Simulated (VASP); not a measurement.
## Mn: single point with PBEsol

Mn:

```
Mn
1.0
     2.45385    0.00000    0.00000
    -1.22692    2.12510    0.00000
     0.00000    0.00000    7.91679
Mn
4
Direct
  0.00000 0.00000 0.00000
  0.00000 0.00000 0.50000
  0.33333 0.66667 0.25000
  0.66667 0.33333 0.75000
```

This isn't the form of Mn at room conditions, which is a 58-atom cubic cell.

| Property | Result |
| --- | --- |
| Program | VASP 6.6.1 |
| Task | single point |
| Functional | PBEsol |
| Potentials or basis | VASP PAW PBE potentials, release 64 (Mn_pv) |
| Cutoff | 520 eV |
| k mesh | 19 × 19 × 6 |
| Occupations | fermi-dirac, width 0.05 eV |
| Spin | collinear spin, ferromagnetic start |
| Starting moments | [3.0, 3.0, 3.0, 3.0] μB |
| Dipole correction | no |
| Further INCAR settings | ALGO = Normal; EDIFF = 1e-07; NBANDS = 38 |

The pressure is 0.0 GPa, the band gap on the k mesh is zero (filled and empty bands overlap) and the net moment is 0.00 μB per cell. The valence electrons inside the program's atomic spheres are Mn 12.08, 12.07 (each value once).

Stress tensor (GPa, compression positive):
```
 0.04  0.00  0.00
 0.00  0.04  0.00
 0.00  0.00 -0.21
```

Levels at points of the mesh, in eV from the Fermi level:
Spin up:
| k point | band 22 | band 23 | band 24 | band 25 | band 26 | band 27 | band 28 | band 29 | band 30 | band 31 |
| --- | --- | --- | --- | --- | --- | --- | --- | --- | --- | --- |
| (0.00, 0.00, 0.00) | -1.24 | -1.06 | -0.81 | -0.81 | -0.73 | -0.73 | 0.25 | 0.25 | 0.74 | 0.74 |
| (0.00, 0.00, 0.50) | -1.13 | -0.95 | -0.95 | -0.95 | -0.95 | -0.69 | -0.69 | 0.53 | 0.53 | 0.53 |
Spin down:
| k point | band 22 | band 23 | band 24 | band 25 | band 26 | band 27 | band 28 | band 29 | band 30 | band 31 |
| --- | --- | --- | --- | --- | --- | --- | --- | --- | --- | --- |
| (0.00, 0.00, 0.00) | -1.24 | -1.06 | -0.81 | -0.81 | -0.74 | -0.74 | 0.25 | 0.25 | 0.74 | 0.74 |
| (0.00, 0.00, 0.50) | -1.13 | -0.95 | -0.95 | -0.95 | -0.95 | -0.69 | -0.69 | 0.53 | 0.53 | 0.53 |

It took 11 min on 1 thread of Intel(R) Xeon(R) Platinum 8259CL CPU @ 2.50GHz (Skylake/Cascade Lake), on a shared host, peak memory 0.41 GiB.

Caveat: the moments typed at the start vanished in this run; the PAW data sets were made with another functional, which shifts forces and pressure a little.
